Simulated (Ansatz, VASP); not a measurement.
## TiC in VASP and in Ansatz

INCAR

```
PREC = Accurate
ENCUT = 520
EDIFF = 1E-6
ISMEAR = 0
SIGMA = 0.15
LREAL = False
LASPH = True
NELM = 100
ALGO = Normal
ISIF = 2
LWAVE = False
LCHARG = True
GGA = PE
LELF = True
LVHAR = True
NBANDS = 42
```

Contents of KPOINTS:

```
regular mesh
0
Gamma
  14 14 14
```

File POSCAR:

```
TiC
1.0
    4.3329230482      0.0000000000      0.0000000000
    0.0000000000     -4.3329230482      0.0000000000
    0.0000000000      0.0000000000     -4.3329230482
Ti C
4 4
Direct
    0.0384728734      1.0000000000      1.0000000000
    0.5000000000      0.5000000000      1.0000000000
    0.5000000000      1.0000000000      0.5000000000
    0.0000000000      0.5000000000      0.5000000000
    0.5000000000      0.0000000000      0.0000000000
    0.0000000000      0.5000000000      0.0000000000
    0.0000000000      0.0000000000      0.5000000000
    0.5000000000      0.5000000000      0.5000000000
```

Input for Ansatz:

```yaml
crystal:
  lattice:
    - [4.3329230482, 0.0, 0.0]
    - [0.0, -4.3329230482, 0.0]
    - [0.0, 0.0, -4.3329230482]
  atoms:
    - { symbol: Ti, position: [0.0384728734, 1.0, 1.0] }
    - { symbol: Ti, position: [0.5, 0.5, 1.0] }
    - { symbol: Ti, position: [0.5, 1.0, 0.5] }
    - { symbol: Ti, position: [0.0, 0.5, 0.5] }
    - { symbol: C, position: [0.5, 0.0, 0.0] }
    - { symbol: C, position: [0.0, 0.5, 0.0] }
    - { symbol: C, position: [0.0, 0.0, 0.5] }
    - { symbol: C, position: [0.5, 0.5, 0.5] }
basis:
  ecutwfc: 420
kpoints:
  mp_grid: { grid: [14, 14, 14] }
hamiltonian:
  xc: pbe
scf:
  occupations: { method: gaussian, width: 0.15 }
output:
  forces: true
  stress: true
  eigenvalues: true
```

Alike in both runs: task single point; functional PBE; k mesh 14 × 14 × 14; occupations gaussian, width 0.15 eV; no spin polarisation.

|  | VASP | Ansatz |
| --- | --- | --- |
| version | VASP 6.6.1 | Ansatz 0.2.0 |
| potentials or method | VASP PAW PBE potentials, release 64 (Ti_sv, C), cutoff 520 eV | scalar-relativistic, plane waves, PAW |
| valence electrons in the cell | 64 | 64 |

```csv
,VASP,Ansatz,Ansatz less VASP
gap on the k mesh at the Fermi level (eV),none,none,-
pressure (GPa),1.5,1.3,-0.23
"traceless stress, the component that is largest in VASP (GPa)",1.17,1.15,-0.017
rms of the force components (eV/Å),0.599,0.597,-0.0023
```

Atom by atom the forces differ by 0.004 eV/Å (rms over components). A gap of «none» marks a metal or a gap that the smearing closes. The functional is the same, so the differences come from potentials, cutoffs and numerics.
